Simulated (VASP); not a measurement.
# V (Im-3m) in VASP: further runs

V is run at these levels: LDA; tasks: single point.

Program: VASP 6.6.1. These are calculated values, not measurements. Logs are shortened: lines on timing, memory, paths and dates and some standing lists are left out, and cuts for length are marked.

## 1. The cell of the first run

It takes space group Im-3m (No. 229, cubic). The conventional cell has a = 3.029 Å, b = 3.029 Å, c = 3.029 Å, α = 90.00°, β = 90.00°, γ = 90.00°. V (site symmetry m-3m) has 14 V at 2.62 to 3.03 Å within 3.5 Å.

## 2. Single point, LDA, collinear spin, zero start

INCAR

```
SYSTEM = V
PREC = Accurate
ENCUT = 520
EDIFF = 1E-6
ISMEAR = -1
SIGMA = 0.08
LREAL = .False.
LASPH = .True.
NELM = 150
ALGO = Normal
ISIF = 2
LWAVE = .False.
LCHARG = .False.
ISPIN = 2
MAGMOM = 0
LORBIT = 11
NUPDOWN = 0.0
LMAXMIX = 4
GGA = CA
NBANDS = 16
```

KPOINTS

```
Automatic mesh
0
Gamma
  15 15 15
  0 0 0
```

POSCAR

```
V
1.0
   -1.5143500000      1.5143500000      1.5143500000
    1.5143500000     -1.5143500000      1.5143500000
    1.5143500000      1.5143500000     -1.5143500000
V
1
Direct
    0.0000000000      0.0000000000      0.0000000000
```

Potentials or basis: VASP PAW LDA potentials, release 64 (V_sv).

Command:

```console
> cat potpaw_LDA.64/V_sv/POTCAR > POTCAR
> mpirun -np 1 vasp_std > vasp.out
```

OUTCAR:

```text
SYSTEM = V
   PREC = Accurate
   ENCUT = 520
   EDIFF = 1E-6
   ISMEAR = -1
   LREAL = .False.
   LASPH = .True.
   NELM = 150
   ISIF = 2
   ISPIN = 2
   LORBIT = 11
   NUPDOWN = 0.0
   GGA = CA

 ion  position               nearest neighbor table
   1  0.000  0.000  0.000-

  LATTYP: Found a body centered cubic cell.
 ALAT       =     3.0287000000

  Lattice vectors:

 A1 = (  -1.5143500000,   1.5143500000,   1.5143500000)
 A2 = (   1.5143500000,  -1.5143500000,   1.5143500000)
 A3 = (   1.5143500000,   1.5143500000,  -1.5143500000)

Analysis of symmetry for initial positions (statically):
=====================================================================
 Subroutine PRICEL returns:
 Original cell was already a primitive cell.

 Routine SETGRP: Setting up the symmetry group for a
 body centered cubic supercell.

 Subroutine GETGRP returns: Found 48 space group operations
 (whereof 48 operations were pure point group operations)
 out of a pool of 48 trial point group operations.

The static configuration has the point symmetry O_h .

Analysis of symmetry for dynamics (positions and initial velocities):
=====================================================================
 Subroutine PRICEL returns:
 Original cell was already a primitive cell.

 Routine SETGRP: Setting up the symmetry group for a
 body centered cubic supercell.

 Subroutine GETGRP returns: Found 48 space group operations
 (whereof 48 operations were pure point group operations)
 out of a pool of 48 trial point group operations.

The dynamic configuration has the point symmetry O_h .

Analysis of structural, dynamic, and magnetic symmetry:
=====================================================================
 Subroutine PRICEL returns:
 Original cell was already a primitive cell.

 Routine SETGRP: Setting up the symmetry group for a
 body centered cubic supercell.

 Subroutine GETGRP returns: Found 48 space group operations
 (whereof 48 operations were pure point group operations)
 out of a pool of 48 trial point group operations.

The overall configuration has the point symmetry O_h .

 Subroutine INISYM returns: Found 48 space group operations
 (whereof 48 operations are pure point group operations),
 and found     1 'primitive' translations

----------------------------------------------------------------------------------------

                                     Primitive cell

  volume of cell :      13.8912

  direct lattice vectors                    reciprocal lattice vectors
    -1.514350000  1.514350000  1.514350000     0.000000000  0.330174662  0.330174662
     1.514350000 -1.514350000  1.514350000     0.330174662  0.000000000  0.330174662
     1.514350000  1.514350000 -1.514350000     0.330174662  0.330174662  0.000000000

  length of vectors
     2.622931140  2.622931140  2.622931140     0.466937486  0.466937486  0.466937486

  position of ions in fractional coordinates (direct lattice)
     0.000000000  0.000000000  0.000000000

  ion indices of the primitive-cell ions
   primitive index   ion index
                 1           1

----------------------------------------------------------------------------------------

 KPOINTS: Automatic mesh

Automatic generation of k-mesh.
 Grid dimensions read from file:
 generate k-points for:   15   15   15

 Generating k-lattice:

  Cartesian coordinates                     Fractional coordinates (reciprocal lattice)
     0.000000000  0.022011644  0.022011644     0.066666667  0.000000000  0.000000000
     0.022011644  0.000000000  0.022011644     0.000000000  0.066666667  0.000000000
     0.022011644  0.022011644  0.000000000     0.000000000  0.000000000  0.066666667

  Length of vectors
     0.031129166  0.031129166  0.031129166

  Shift w.r.t. Gamma in fractional coordinates (k-lattice)
     0.000000000  0.000000000  0.000000000

 Subroutine IBZKPT returns following result:
 ===========================================

 Found    120 irreducible k-points:

 Following reciprocal coordinates:
            Coordinates               Weight
  0.000000  0.000000  0.000000      1.000000
  0.066667  0.000000  0.000000     12.000000
  0.133333  0.000000  0.000000     12.000000
  0.200000  0.000000  0.000000     12.000000
  0.266667  0.000000  0.000000     12.000000
  0.333333  0.000000  0.000000     12.000000
[... 16 lines left out ...]
  0.333333  0.200000 -0.000000     48.000000
  0.400000  0.200000 -0.000000     24.000000
 [... further k-points ...]
   k-points           NKPTS =    120   k-points in BZ     NKDIM =    120   number of bands    NBANDS=     16
   number of dos      NEDOS =    301   number of ions     NIONS =      1
   total plane-waves  NPLWV =   8000
   dimension x,y,z NGX =    20 NGY =   20 NGZ =   20
   dimension x,y,z NGXF=    40 NGYF=   40 NGZF=   40
   ions per type =               1
   NGX,Y,Z   is equivalent  to a cutoff of  12.68, 12.68, 12.68 a.u.
   NGXF,Y,Z  is equivalent  to a cutoff of  25.35, 25.35, 25.35 a.u.
 SYSTEM =  V
   PREC   = accura    normal or accurate (medium, high low for compatibility)
   ISTART =      0    job   : 0-new  1-cont  2-samecut
   ICHARG =      2    charge: 1-file 2-atom 10-const
   ISPIN  =      2    spin polarized calculation?
   LNONCOLLINEAR =      F non collinear calculations
   LSORBIT =      F    spin-orbit coupling
   LASPH  =      T    aspherical Exc in radial PAW
   ENCUT  =  520.0 eV  38.22 Ry    6.18 a.u.   4.88  4.88  4.88*2*pi/ulx,y,z
   NELM   =    150;   NELMIN=  2; NELMDL= -5     # of ELM steps
   EDIFF  = 0.1E-05   stopping-criterion for ELM
   LREAL  =      F    real-space projection
   EDIFFG = 0.1E-04   stopping-criterion for IOM
   NSW    =      0    number of steps for IOM
   IBRION =     -1    ionic relax: 0-MD 1-quasi-New 2-CG
   NFREE  =      0    steps in history (QN), initial steepest desc. (CG)
   ISIF   =      2    stress and relaxation
   ISYM   =      2    0-nonsym 1-usesym 2-fastsym
   POTIM  = 0.5000    time-step for ionic-motion
   TEBEG  =    0.0;   TEEND  =   0.0 temperature during run
   PSTRESS=    0.0 pullay stress
   NELECT =      13.0000    total number of electrons
   NUPDOWN=       0.0000    fix difference up-down
   EMIN   =  10.00;   EMAX   =-10.00  energy-range for DOS
   EFERMI =   0.00;   METHOD = LEGACY
   ISMEAR =    -1;   SIGMA  =   0.08  broadening in eV -4-tet -1-fermi 0-gaus
   EFERMI_NEDOS =   21; number of points for ismear=-14 and -15
   IALGO  =     38    algorithm
   IMIX   =      4    mixing-type and parameters
     AMIX     =   0.40;   BMIX     =  1.00
     AMIX_MAG =   1.60;   BMIX_MAG =  1.00
  volume/ion in A,a.u.               =      13.89        93.74
  Fermi-wavevector in a.u.,A,eV,Ry     =   1.601313  3.026044 34.888125  2.564205
  Thomas-Fermi vector in A             =   2.698311
   LORBIT       =     11    0 simple, 1 ext, 2 COOP (PROOUT), +10 PAW based schemes
   GGA     = CA    functional components
   LHFCALC =     F    Hartree Fock is set to
   AEXX    =    0.0000 exact exchange contribution
   IVDW    =     0    specifies the selected vdW correction
   LEPSILON=     F    determine dielectric tensor
   LRPA    =     F    only Hartree local field effects (RPA)
 spin polarized calculation
  energy-cutoff  :      520.00
  volume of cell :       13.89
 maximum number of plane-waves:       382
   NGX =  9   NGY =  9   NGZ =  9

 number of electron      12.9999997 magnetization      -0.0000000

 number of electron      12.9999997 magnetization       0.0000000

 Free energy of the ion-electron system (eV)
  ---------------------------------------------------
  ext. energy  EPLUGINS =         0.00000000
  ---------------------------------------------------
  free energy    TOTEN  =        -9.89090134 eV

  energy without entropy =       -9.85405065  energy(sigma->0) =       -9.87247600

 E-fermi :   9.1203     XC(G=0): -13.0570

 val. band max:        9.0963610902   @ k =  -0.2667   0.2667   0.1333
 cond. band min:       9.1302600129   @ k =   0.0667   0.0667   0.0667
 fundamental gap:      0.0338989227
 Fermi energy:         9.1202652813

 spin component 1

 k-point     1 :       0.0000    0.0000    0.0000
  band No.  band energies     occupation
      1     -53.8863      1.00000
      2     -27.6394      1.00000
      3     -27.6394      1.00000
      4     -27.6394      1.00000
      5       2.6541      1.00000
      6       9.4867      0.01014
[... 8 lines left out ...]
     15      36.2458      0.00000
     16      40.1086      0.00000

 k-point     2 :       0.0667    0.0000    0.0000
  band No.  band energies     occupation
      1     -53.8784      1.00000
      2     -27.6773      1.00000
      3     -27.6511      1.00000
      4     -27.6396      1.00000
      5       2.8291      1.00000
      6       9.4139      0.02484
[... 8 lines left out ...]
     15      36.5143      0.00000
     16      38.2246      0.00000
[... 387 lines left out ...]
      5       6.8681      1.00000
      6       8.0732      1.00000
[... 8 lines left out ...]
     15      35.6467      0.00000
     16      40.0179      0.00000

 k-point    24 :       0.4000    0.2000   -0.0000
  band No.  band energies     occupation
      1     -53.6873      1.00000
      2     -28.3766      1.00000
      3     -28.0233      1.00000
      4     -27.7231      1.00000
      5       6.8711      1.00000
      6       8.0721      1.00000
[... 8 lines left out ...]
     15      35.5613      0.00000
     16      39.9594      0.00000

 [... further k-points ...]

 spin component 2

 k-point     1 :       0.0000    0.0000    0.0000
  band No.  band energies     occupation
      1     -53.8863      1.00000
      2     -27.6394      1.00000
      3     -27.6394      1.00000
      4     -27.6394      1.00000
      5       2.6541      1.00000
      6       9.4867      0.01014
[... 8 lines left out ...]
     15      36.2458      0.00000
     16      40.1086      0.00000

 k-point     2 :       0.0667    0.0000    0.0000
  band No.  band energies     occupation
      1     -53.8784      1.00000
      2     -27.6773      1.00000
      3     -27.6511      1.00000
      4     -27.6396      1.00000
      5       2.8291      1.00000
      6       9.4139      0.02484
[... 8 lines left out ...]
     15      36.5143      0.00000
     16      38.2246      0.00000
[... 387 lines left out ...]
      5       6.8681      1.00000
      6       8.0732      1.00000
[... 8 lines left out ...]
     15      35.6467      0.00000
     16      40.0179      0.00000

 k-point    24 :       0.4000    0.2000   -0.0000
  band No.  band energies     occupation
      1     -53.6873      1.00000
      2     -28.3766      1.00000
      3     -28.0233      1.00000
      4     -27.7231      1.00000
      5       6.8711      1.00000
      6       8.0721      1.00000
[... 8 lines left out ...]
     15      35.5612      0.00000
     16      39.9594      0.00000

 [... further k-points ...]
[... 5 lines left out ...]
  --------------------------------------------------------------------------------------
  -------------------------------------------------------------------------------------
  Total       -1.5088778     -1.5088778     -1.5088778      0.0000000      0.0000000     -0.0000000
  in kB     -174.0307043   -174.0307043   -174.0307043      0.0000000      0.0000000     -0.0000000
  external PRESSURE =    -174.0307043 kB  Pullay stress =       0.0000000 kB

 VOLUME and BASIS-vectors are now :
 -----------------------------------------------------------------------------
  energy-cutoff  :      520.00
  volume of cell :       13.89
      direct lattice vectors                 reciprocal lattice vectors
    -1.514350000  1.514350000  1.514350000     0.000000000  0.330174662  0.330174662
     1.514350000 -1.514350000  1.514350000     0.330174662  0.000000000  0.330174662
     1.514350000  1.514350000 -1.514350000     0.330174662  0.330174662  0.000000000

 POSITION                                       TOTAL-FORCE (eV/Angst)
 -----------------------------------------------------------------------------------
      0.00000      0.00000      0.00000         0.000000     -0.000000      0.000000
 -----------------------------------------------------------------------------------
    total drift:                                0.000000      0.000000      0.000000

  FREE ENERGIE OF THE ION-ELECTRON SYSTEM (eV)
  ---------------------------------------------------
  free  energy   TOTEN  =        -9.8909013422 eV

  energy  without entropy=       -9.8540506533  energy(sigma->0) =       -9.87247600

 total charge

# of ion       s       p       d       tot
------------------------------------------
    1        2.335   6.207   3.084  11.626

 magnetization (x)

# of ion       s       p       d       tot
------------------------------------------
    1       -0.000  -0.000   0.000   0.000
```

Wall time 26 s (1 thread of Intel Xeon 6975P-C, shared host); peak memory 0.15 GiB.

What came out:

```
Free energy                                           : -9.8909 eV
Pressure                                              : -17.4 GPa
Net moment                                            : 0.00 μB per cell
Valence electrons inside the program's atomic spheres : V 11.63
```

Caveat: the total moment is fixed, so each spin has its own Fermi level.

## 3. Single point, LDA, collinear spin, ferromagnetic start

INCAR

```
SYSTEM = V
  PREC = Accurate
  ENCUT = 520
  EDIFF = 1E-6
  ISMEAR = -1
  SIGMA = 0.08
  LREAL = .FALSE.
  LASPH = .TRUE.
  NELM = 150
  ALGO = Normal
  ISIF = 2
  LWAVE = .FALSE.
  LCHARG = .FALSE.
  ISPIN = 2
  MAGMOM = 2
  LORBIT = 11
  LMAXMIX = 4
  GGA = CA
  NBANDS = 16
```

KPOINTS

```
Automatic mesh
0
G
  15 15 15
  0 0 0
```

POSCAR is that of step 2.

Potentials or basis: VASP PAW LDA potentials, release 64 (V_sv).

Command:

```console
> cat potpaw_LDA.64/V_sv/POTCAR > POTCAR
> mpirun -np 1 vasp_std > vasp.out
```

Wall time 32 s (1 thread of Intel Xeon 6975P-C, shared host); peak memory 0.15 GiB.

Results (log left out):

```yaml
Free_energy: -9.8909 eV
Pressure: -17.4 GPa
Net_moment: 0.00 μB per cell
Valence_electrons_inside_the_program's_atomic_spheres: V 11.63
```

Levels at points of the mesh, in eV from the Fermi level:
Spin up:
| k point | band 3 | band 4 | band 5 | band 6 | band 7 | band 8 | band 9 | band 10 |
| --- | --- | --- | --- | --- | --- | --- | --- | --- |
| (0.00, 0.00, 0.00) | -36.76 | -36.76 | -6.47 | 0.37 | 0.37 | 0.37 | 2.28 | 2.28 |
Spin down:
```csv
k point,band 2,band 3,band 4,band 5,band 6,band 7,band 8,band 9,band 10,band 11
"(0.00, 0.00, 0.00)",-36.76,-36.76,-36.76,-6.47,0.37,0.37,0.37,2.28,2.28,20.29
```

## 4. Single point, LDA, collinear spin, ferromagnetic start

INCAR

```
  PREC = Accurate
  ENCUT = 520
  EDIFF = 1E-6
  ISMEAR = -1
  SIGMA = 0.08
  LREAL = False
  LASPH = True
  NELM = 150
  ALGO = Normal
  ISIF = 2
  LWAVE = False
  LCHARG = False
  ISPIN = 2
  MAGMOM = 0.1
  LORBIT = 11
  NUPDOWN = 0.1
  LMAXMIX = 4
  NBANDS = 16
```

KPOINTS

```
Automatic mesh
0
Gamma
  15 15 15
```

POSCAR is that of step 3.

Command:

```console
> cat potpaw_LDA.64/V_sv/POTCAR > POTCAR
> mpirun -np 1 vasp_std > vasp.out
```

It took 29 s on 1 thread of Intel Xeon 6975P-C, shared host; peak memory 0.15 GiB.

The run converged. Its results:

| Item | Value |
| --- | --- |
| Free energy | -9.8897 eV |
| Pressure | -17.3 GPa |
| Net moment | 0.10 μB per cell |
| Site moments | V +0.08 μB |
| Valence electrons inside the program's atomic spheres | V 11.63 |

Caveat: the total moment is fixed, so each spin has its own Fermi level.

## 5. Single point, LDA, collinear spin, ferromagnetic start

INCAR

```
PREC = Accurate
ENCUT = 520
EDIFF = 1E-7
ISMEAR = -1
SIGMA = 0.08
LREAL = F
LASPH = T
NELM = 150
ALGO = Normal
ISIF = 2
LWAVE = F
LCHARG = F
ISPIN = 2
MAGMOM = 0.2
LORBIT = 11
NUPDOWN = 0.2
LMAXMIX = 4
GGA = CA
NBANDS = 16
```

KPOINTS

```
regular mesh
0
Gamma
  15 15 15
```

POSCAR is that of step 4.

Command:

```console
> cat potpaw_LDA.64/V_sv/POTCAR > POTCAR
> mpirun -np 1 vasp_std > vasp.out
```

Wall time 35 s (1 thread of Intel Xeon 6975P-C, shared host); peak memory 0.15 GiB.

Results (log left out):

- Free energy: -9.8860 eV
- Pressure: -17.2 GPa
- Net moment: 0.20 μB per cell
- Site moments: V +0.17 μB
- Valence electrons inside the program's atomic spheres: V 11.63

Caveat: the total moment is fixed, so each spin has its own Fermi level.

## 6. Single point, LDA, collinear spin, ferromagnetic start

INCAR

```
SYSTEM = V
PREC = Accurate ; ENCUT = 520
EDIFF = 1E-6 ; ISMEAR = -1
SIGMA = 0.08 ; LREAL = .FALSE.
LASPH = .TRUE. ; NELM = 150
ALGO = Normal ; ISIF = 2
LWAVE = .FALSE. ; LCHARG = .TRUE.
ISPIN = 2 ; MAGMOM = 0.35
LORBIT = 11 ; NUPDOWN = 0.35
LMAXMIX = 4 ; LELF = .TRUE.
LVHAR = .TRUE. ; NBANDS = 16
```

KPOINTS

```
Automatic mesh
0
G
  15 15 15
  0 0 0
```

POSCAR is that of step 5.

Potentials or basis: VASP PAW LDA potentials, release 64 (V_sv).

Command:

```console
> cat potpaw_LDA.64/V_sv/POTCAR > POTCAR
> mpirun -np 1 vasp_std > vasp.out
```

It took 32 s on 1 thread of Intel Xeon 6975P-C, shared host; peak memory 0.15 GiB.

It converged, with:

| Item | Value |
| --- | --- |
| Free energy | -9.8764 eV |
| Pressure | -16.8 GPa |
| Net moment | 0.35 μB per cell |
| Site moments | V +0.29 μB |
| Valence electrons inside the program's atomic spheres | V 11.63 |

Caveat: the total moment is fixed, so each spin has its own Fermi level.

## 7. Summary

```csv
spin,fixed moment (μB),pressure (GPa),moment (μB)
"collinear, zero start",0.0,-17.4,0.00
"collinear, ferromagnetic start",-,-17.4,0.00
"collinear, ferromagnetic start",0.1,-17.3,0.10
"collinear, ferromagnetic start",0.2,-17.2,0.20
"collinear, ferromagnetic start",0.35,-16.8,0.35
```

Alike in all rows: task single point; level LDA; potentials or basis VASP PAW LDA potentials, release 64 (V_sv); cell as given; k mesh 15 × 15 × 15; cutoff (eV) 520; smearing fermi-dirac 0.08 eV.

Caveats: the total moment is fixed, so each spin has its own Fermi level (some runs).

Total energies depend on the potentials used, so only differences within one code and one set of settings carry meaning.
